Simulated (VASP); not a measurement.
The system is ZrGe4Mo.

```
Zr Ge Mo
1.0
     3.25604    0.00000    0.00000
    -1.62802    2.81981    0.00000
     0.00000    0.00000   12.31613
Zr Ge Mo
1 4 1
Direct
  0.00000 0.00000 0.00000
  0.66667 0.33333 0.87191
  0.66667 0.33333 0.37710
  0.33333 0.66667 0.62290
  0.33333 0.66667 0.12809
  0.00000 0.00000 0.50000
```

The cell was built from a structure type or drawn by symmetry, and may not be a known phase.

- Program: VASP 6.6.1
- Task: relaxation of cell and atoms
- Functional: PBE
- Potentials or basis: VASP PAW PBE potentials, release 64 (Zr_sv, Ge_d, Mo_sv)
- Cutoff: 600 eV
- k mesh: 6 × 6 × 2
- Occupations: gaussian, width 0.1 eV
- Spin: no spin polarisation

At the start: pressure 26.5 GPa; volume 18.85 Å³/atom.

How do energy, volume and symmetry change on relaxing?

Over 22 steps the energy falls by 809.0 meV/atom and the volume is 18.15 Å³/atom (-3.7 %); space group P-3m1 (No. 164, to 0.1 Å) before and after.

Step by step:
```csv
step,energy change (eV),largest force (eV/Å),pressure (GPa),volume (Å³)
1,0.0000,4.9455,26.48,113.08
2,-0.2983,1.5286,-14.79,172.03
3,-2.5221,1.7001,-4.44,138.65
4,-2.5330,1.8428,-3.44,137.08
5,-2.5337,1.9033,-2.88,136.43
6,-3.1944,1.6853,-4.10,132.26
7,-4.2443,0.3743,-3.38,119.12
8,-4.4008,1.2146,6.47,106.76
9,-4.4278,0.9135,3.38,109.90
10,-4.6715,0.9217,3.36,108.38
11,-4.7502,0.8460,4.62,106.19
12,-4.7641,0.9054,4.05,106.81
13,-4.8096,0.1924,-3.36,112.83
14,-4.8357,0.2982,-0.75,110.51
15,-4.8357,0.3095,-0.67,110.43
16,-4.8460,0.1978,-0.05,109.81
17,-4.8499,0.1263,0.04,109.42
18,-4.8518,0.0812,0.35,108.64
19,-4.8521,0.0840,0.02,108.90
20,-4.8521,0.0825,0.11,108.81
21,-4.8537,0.0495,0.22,108.90
22,-4.8538,0.0358,0.14,108.93
```

Final structure:
```
Zr Ge Mo
1.0
     3.12541    0.00000    0.00000
    -1.56271    2.70669    0.00000
     0.00000    0.00000   12.87657
Zr Ge Mo
1 4 1
Direct
  0.00000 0.00000 0.00000
  0.66667 0.33333 0.82095
  0.66667 0.33333 0.35146
  0.33333 0.66667 0.64854
  0.33333 0.66667 0.17905
  0.00000 0.00000 0.50000
```

Caveat: the k points lie up to 0.39 Å⁻¹ apart in the final cell, too coarse for converged energies and pressures of a metal.
